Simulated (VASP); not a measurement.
# H6C2O in VASP: single point with PBE+D3(BJ)

Aim: the single point of H6C2O with PBE+D3(BJ).

All numbers are computed with VASP 6.6.1; they aren't measurements. Logs are shortened: lines on timing, memory, paths and dates and some standing lists are left out, and cuts for length are marked.

## (1) The cell of the first run

The cell holds a disordered packing, 36 atoms: a = 7.960 Å, b = 7.960 Å, c = 7.960 Å, α = 90.00°, β = 90.00°, γ = 90.00°.

## (2) Single point, PBE+D3(BJ)

The input, INCAR:

```
SYSTEM = H6C2O
PREC = Accurate ; ENCUT = 1000
EDIFF = 1E-6 ; ISMEAR = -1
SIGMA = 0.05 ; LREAL = Auto
LASPH = .TRUE. ; NELM = 120
ALGO = Normal ; ISIF = 2
LWAVE = .FALSE. ; LCHARG = .FALSE.
GGA = PE ; IVDW = 12
NBANDS = 64 ; GGA_COMPAT = .FALSE.
```

The input, KPOINTS:

```
regular mesh
0
G
  1 1 1
  0 0 0
```

The input, POSCAR:

```
H6C2O
1.0
    7.9602190000      0.0000000000      0.0000000000
    0.0000000000      7.9602190000      0.0000000000
    0.0000000000      0.0000000000      7.9602190000
C O H
8 4 24
Direct
    0.9315176971      0.4646665968      0.0249505698
    0.7870326235      0.5823777172     -0.0134828658
    0.3831609073      0.5277846360      0.3825076312
    0.2938623308      0.3646728632      0.4201726897
    0.5719436500     -0.0406764954      0.8827804525
    0.7240296581      0.0739474513      0.8835944593
    0.1187676947      0.8850314403      0.3249686642
   -0.0015882337      1.0318835369      0.3197357288
    0.6315603666      0.4939578354      0.0108943375
    0.2879479085      0.3415852419      0.5990913069
    0.8723527255     -0.0245075029      0.9160467007
   -0.1629954304      0.9762385940      0.3758297350
    0.5411591275      0.5701199650     -0.0194118859
    0.7935283066      0.6940106895      0.0682381511
    0.7969172916      0.6276825055     -0.1440365434
    1.0517358780      0.5303279578      0.0086272744
    0.9234985102      0.4183550101      0.1548497269
    0.9297990050      0.3565148851     -0.0610407552
    0.2282724468      0.2372812277      0.6216663002
    0.1651144042      0.3705826378      0.3678150472
    0.3587430538      0.2574784765      0.3594875723
    0.3845974607      0.5494933345      0.2463050892
    0.3164515541      0.6318988515      0.4430131848
    0.5136439288      0.5261288405      0.4274960668
    0.9676979002      0.0513625064      0.9189750537
    0.7362098870      0.1378427678      0.7607513819
    0.7076970226      0.1719735964      0.9801636530
    0.4592003136      0.0328569399      0.8528490613
    0.5861320221     -0.1401447808      0.7880383183
    0.5546075405     -0.0987932192      1.0070527387
   -0.2395508449      1.0704697567      0.3667748982
    0.0444366223      1.1345325828      0.4005440979
   -0.0098248039      1.0820521244      0.1904701376
    0.2438347192      0.9215562130      0.2792783129
    0.1315516024      0.8391272923      0.4546068863
    0.0727724533      0.7812202239      0.2463672219
```

Potentials or basis: VASP PAW PBE potentials, release 64 (C_h, O_h, H_h).

Command:

```
$ cat potpaw_PBE.64/C_h/POTCAR potpaw_PBE.64/O_h/POTCAR potpaw_PBE.64/H_h/POTCAR > POTCAR
$ mpirun -np 1 vasp_gam > vasp.out
```

OUTCAR:

```text
SYSTEM = H6C2O
   PREC = Accurate
   ENCUT = 1000
   EDIFF = 1E-6
   ISMEAR = -1
   LREAL = Auto
   LASPH = .TRUE.
   NELM = 120
   ISIF = 2
   GGA = PE
   IVDW = 12
 IVDW          = 12

 ion  position               nearest neighbor table
   1  0.932  0.465  0.025-  16 1.10  17 1.10  18 1.10   2 1.51
   2  0.787  0.582  0.987-  14 1.10  15 1.10   9 1.44   1 1.51
   3  0.383  0.528  0.383-  23 1.10  22 1.10  24 1.10   4 1.51
   4  0.294  0.365  0.420-  20 1.11  21 1.11  10 1.44   3 1.51
   5  0.572  0.959  0.883-  28 1.10  29 1.10  30 1.10   6 1.52
   6  0.724  0.074  0.884-  27 1.10  26 1.11  11 1.44   5 1.52
   7  0.119  0.885  0.325-  34 1.10  36 1.10  35 1.10   8 1.51
   8  0.998  0.032  0.320-  32 1.10  33 1.11  12 1.43   7 1.51
   9  0.632  0.494  0.011-  13 0.97   2 1.44
  10  0.288  0.342  0.599-  19 0.97   4 1.44
  11  0.872  0.975  0.916-  25 0.97   6 1.44
  12  0.837  0.976  0.376-  31 0.97   8 1.43
  13  0.541  0.570  0.981-   9 0.97
  14  0.794  0.694  0.068-   2 1.10
  15  0.797  0.628  0.856-   2 1.10
  16  0.052  0.530  0.009-   1 1.10
  17  0.923  0.418  0.155-   1 1.10
  18  0.930  0.357  0.939-   1 1.10
[... 16 lines left out ...]
  35  0.132  0.839  0.455-   7 1.10
  36  0.073  0.781  0.246-   7 1.10

  LATTYP: Found a simple cubic cell.
 ALAT       =     7.9602190000

  Lattice vectors:

 A1 = (   7.9602190000,   0.0000000000,   0.0000000000)
 A2 = (   0.0000000000,   7.9602190000,   0.0000000000)
 A3 = (   0.0000000000,   0.0000000000,   7.9602190000)

Analysis of symmetry for initial positions (statically):
=====================================================================
 Subroutine PRICEL returns:
 Original cell was already a primitive cell.

 Routine SETGRP: Setting up the symmetry group for a
 simple cubic supercell.

 Subroutine GETGRP returns: Found  1 space group operations
 (whereof  1 operations were pure point group operations)
 out of a pool of 48 trial point group operations.

The static configuration has the point symmetry C_1 .

Analysis of symmetry for dynamics (positions and initial velocities):
=====================================================================
 Subroutine PRICEL returns:
 Original cell was already a primitive cell.

 Routine SETGRP: Setting up the symmetry group for a
 simple cubic supercell.

 Subroutine GETGRP returns: Found  1 space group operations
 (whereof  1 operations were pure point group operations)
 out of a pool of 48 trial point group operations.

The dynamic configuration has the point symmetry C_1 .

 Subroutine INISYM returns: Found  1 space group operations
 (whereof  1 operations are pure point group operations),
 and found     1 'primitive' translations

----------------------------------------------------------------------------------------

                                     Primitive cell

  volume of cell :     504.4000

  direct lattice vectors                    reciprocal lattice vectors
     7.960219000  0.000000000  0.000000000     0.125624684  0.000000000  0.000000000
     0.000000000  7.960219000  0.000000000     0.000000000  0.125624684  0.000000000
     0.000000000  0.000000000  7.960219000     0.000000000  0.000000000  0.125624684

  length of vectors
     7.960219000  7.960219000  7.960219000     0.125624684  0.125624684  0.125624684

  position of ions in fractional coordinates (direct lattice)
     0.931517697  0.464666597  0.024950570
     0.787032623  0.582377717  0.986517134
     0.383160907  0.527784636  0.382507631
     0.293862331  0.364672863  0.420172690
     0.571943650  0.959323505  0.882780453
     0.724029658  0.073947451  0.883594459
[... 28 lines left out ...]
     0.131551602  0.839127292  0.454606886
     0.072772453  0.781220224  0.246367222

  ion indices of the primitive-cell ions
   primitive index   ion index
                 1           1
                 2           2
                 3           3
                 4           4
                 5           5
                 6           6
[... 28 lines left out ...]
                35          35
                36          36

----------------------------------------------------------------------------------------

 KPOINTS: regular mesh

Automatic generation of k-mesh.
 Grid dimensions read from file:
 generate k-points for:    1    1    1

 Generating k-lattice:

  Cartesian coordinates                     Fractional coordinates (reciprocal lattice)
     0.125624684  0.000000000  0.000000000     1.000000000  0.000000000  0.000000000
     0.000000000  0.125624684  0.000000000     0.000000000  1.000000000  0.000000000
     0.000000000  0.000000000  0.125624684     0.000000000  0.000000000  1.000000000

  Length of vectors
     0.125624684  0.125624684  0.125624684

  Shift w.r.t. Gamma in fractional coordinates (k-lattice)
     0.000000000  0.000000000  0.000000000

 Subroutine IBZKPT returns following result:
 ===========================================

 Found      1 irreducible k-points:

 Following reciprocal coordinates:
            Coordinates               Weight
  0.000000  0.000000  0.000000      1.000000
   k-points           NKPTS =      1   k-points in BZ     NKDIM =      1   number of bands    NBANDS=     64
   number of dos      NEDOS =    301   number of ions     NIONS =     36
   total plane-waves  NPLWV = 592704
   dimension x,y,z NGX =    84 NGY =   84 NGZ =   84
   dimension x,y,z NGXF=   168 NGYF=  168 NGZF=  168
   ions per type =               8   4  24
   NGX,Y,Z   is equivalent  to a cutoff of  17.54, 17.54, 17.54 a.u.
   NGXF,Y,Z  is equivalent  to a cutoff of  35.09, 35.09, 35.09 a.u.
 SYSTEM =  H6C2O
   PREC   = accura    normal or accurate (medium, high low for compatibility)
   ISTART =      0    job   : 0-new  1-cont  2-samecut
   ICHARG =      2    charge: 1-file 2-atom 10-const
   ISPIN  =      1    spin polarized calculation?
   LNONCOLLINEAR =      F non collinear calculations
   LSORBIT =      F    spin-orbit coupling
   LASPH  =      T    aspherical Exc in radial PAW
   ENCUT  = 1000.0 eV  73.50 Ry    8.57 a.u.  20.52 20.52 20.52*2*pi/ulx,y,z
   NELM   =    120;   NELMIN=  2; NELMDL= -5     # of ELM steps
   EDIFF  = 0.1E-05   stopping-criterion for ELM
   LREAL  =      T    real-space projection
   EDIFFG = 0.1E-04   stopping-criterion for IOM
   NSW    =      0    number of steps for IOM
   IBRION =     -1    ionic relax: 0-MD 1-quasi-New 2-CG
   NFREE  =      0    steps in history (QN), initial steepest desc. (CG)
   ISIF   =      2    stress and relaxation
   ISYM   =      2    0-nonsym 1-usesym 2-fastsym
   POTIM  = 0.5000    time-step for ionic-motion
   TEBEG  =    0.0;   TEEND  =   0.0 temperature during run
   PSTRESS=    0.0 pullay stress
   NELECT =      80.0000    total number of electrons
   NUPDOWN=      -1.0000    fix difference up-down
   EMIN   =  10.00;   EMAX   =-10.00  energy-range for DOS
   EFERMI =   0.00;   METHOD = LEGACY
   ISMEAR =    -1;   SIGMA  =   0.05  broadening in eV -4-tet -1-fermi 0-gaus
   EFERMI_NEDOS =   21; number of points for ismear=-14 and -15
   IALGO  =     38    algorithm
   IMIX   =      4    mixing-type and parameters
     AMIX     =   0.40;   BMIX     =  1.00
     AMIX_MAG =   1.60;   BMIX_MAG =  1.00
  volume/ion in A,a.u.               =      14.01        94.55
  Fermi-wavevector in a.u.,A,eV,Ry     =   0.886162  1.674603 10.684426  0.785283
  Thomas-Fermi vector in A             =   2.007292
   LORBIT       =      0    0 simple, 1 ext, 2 COOP (PROOUT), +10 PAW based schemes
   GGA     = PE    functional components
   LHFCALC =     F    Hartree Fock is set to
   AEXX    =    0.0000 exact exchange contribution
   IVDW    =    12    specifies the selected vdW correction
   LEPSILON=     F    determine dielectric tensor
   LRPA    =     F    only Hartree local field effects (RPA)
 non-spin polarized calculation
  energy-cutoff  :     1000.00
  volume of cell :      504.40
 maximum number of plane-waves:     18129
 NGX is ok and might be reduce to    84
   NGX = 41   NGY = 41   NGZ = 41

 number of electron      79.9999994 magnetization

 Free energy of the ion-electron system (eV)
  ---------------------------------------------------
  ext. energy  EPLUGINS =         0.00000000
  ---------------------------------------------------
  free energy    TOTEN  =      -187.90579487 eV

  energy without entropy =     -187.90579487  energy(sigma->0) =     -187.90579487

 E-fermi :  -2.2407     XC(G=0):  -5.5241

 val. band max:       -3.4447808763   @ k =   0.0000   0.0000   0.0000
 cond. band min:       0.7990850700   @ k =   0.0000   0.0000   0.0000
 fundamental gap:      4.2438659463
 Fermi energy:        -2.2407079747

 k-point     1 :       0.0000    0.0000    0.0000
  band No.  band energies     occupation
      1     -22.9284      2.00000
      2     -22.9155      2.00000
      3     -22.8183      2.00000
      4     -22.6802      2.00000
      5     -16.1225      2.00000
      6     -15.9944      2.00000
[... 44 lines left out ...]
     51       4.4736      0.00000
     52       4.5616      0.00000
 [bands above 52 left out]

------------------------ aborting loop because EDIFF is reached ----------------------------------------

 Edisp (eV)   -1.03810

 E8    (eV) :    -0.2304

  FORCE on cell =-STRESS in cart. coord.  units (eV):
  Direction    XX          YY          ZZ          XY          YZ          ZX
  --------------------------------------------------------------------------------------
  -------------------------------------------------------------------------------------
  Total      -0.52799     0.14008    -0.79070     0.25866    -0.11254     0.22813
  in kB      -1.67710     0.44495    -2.51158     0.82160    -0.35747     0.72462
  external pressure =       -1.25 kB  Pullay stress =        0.00 kB

 VOLUME and BASIS-vectors are now :
 -----------------------------------------------------------------------------
  energy-cutoff  :     1000.00
  volume of cell :      504.40
      direct lattice vectors                 reciprocal lattice vectors
     7.960219000  0.000000000  0.000000000     0.125624684  0.000000000  0.000000000
     0.000000000  7.960219000  0.000000000     0.000000000  0.125624684  0.000000000
     0.000000000  0.000000000  7.960219000     0.000000000  0.000000000  0.125624684

 POSITION                                       TOTAL-FORCE (eV/Angst)
 -----------------------------------------------------------------------------------
      7.41508      3.69885      0.19861        -0.035353     -0.026446     -0.003177
      6.26495      4.63585      7.85289         0.082739      0.079571     -0.062413
      3.05004      4.20128      3.04484         0.053472     -0.022565      0.062234
      2.33921      2.90288      3.34467        -0.077012     -0.058463     -0.095466
      4.55280      7.63643      7.02713         0.067383     -0.042970      0.030893
      5.76343      0.58864      7.03361         0.028827      0.072864     -0.063167
[... 28 lines left out ...]
      1.04718      6.67964      3.61877        -0.000762     -0.027064     -0.045053
      0.57928      6.21868      1.96114        -0.008574      0.050773      0.022612
 -----------------------------------------------------------------------------------
    total drift:                               -0.000936     -0.000785     -0.004624

  FREE ENERGIE OF THE ION-ELECTRON SYSTEM (eV)
  ---------------------------------------------------
  free  energy   TOTEN  =      -188.9438953220 eV

  energy  without entropy=     -188.9438953219  energy(sigma->0) =     -188.94389532
```

It took 2.8 min on 1 thread of Intel Xeon Platinum 8488C (Sapphire Rapids), shared host; peak memory 1 GiB.

Results:

```yaml
Free_energy: -188.9439 eV
Pressure: -0.1 GPa
Largest_force: 0.154 eV/Å
Band_gap_on_the_k_mesh: 4.24 eV
Dispersion_energy_per_atom: -0.029 eV
```

Forces on the atoms (eV/Å):
```
C   -0.035 -0.026 -0.003
C    0.083  0.080 -0.062
C    0.053 -0.023  0.062
C   -0.077 -0.058 -0.095
C    0.067 -0.043  0.031
C    0.029  0.073 -0.063
C   -0.021 -0.062  0.075
C   -0.021  0.069 -0.134
O   -0.055 -0.007  0.022
O   -0.053 -0.125  0.037
O   -0.043  0.009 -0.007
O    0.003 -0.035  0.023
H    0.082 -0.068 -0.034
H   -0.001 -0.019  0.011
H    0.005 -0.013  0.009
H   -0.023 -0.013  0.023
H    0.028 -0.008 -0.025
H    0.036  0.027  0.042
H    0.075  0.121 -0.059
H    0.088 -0.030  0.049
H   -0.018  0.076  0.028
H    0.049  0.010  0.038
H    0.057  0.031  0.016
H   -0.034 -0.006 -0.026
H   -0.071  0.024 -0.024
H   -0.054 -0.026  0.048
H    0.015 -0.014 -0.059
H    0.008 -0.003 -0.002
H   -0.028  0.011  0.010
H   -0.004  0.006 -0.050
H   -0.039  0.007 -0.002
H   -0.006  0.014  0.057
H   -0.033 -0.027  0.069
H   -0.053  0.024  0.019
H   -0.001 -0.027 -0.045
H   -0.009  0.051  0.023
```

Stress tensor (GPa, compression positive):
```
-0.17  0.08  0.07
 0.08  0.04 -0.04
 0.07 -0.04 -0.25
```

Levels at points of the mesh, in eV from the valence-band top:
```csv
k point,band 37,band 38,band 39,band 40,band 41,band 42,band 43,band 44
"(0.00, 0.00, 0.00)",-0.37,-0.32,-0.18,0.00,4.24,5.28,5.56,6.05
```

Caveat: the k points lie up to 0.79 Å⁻¹ apart.
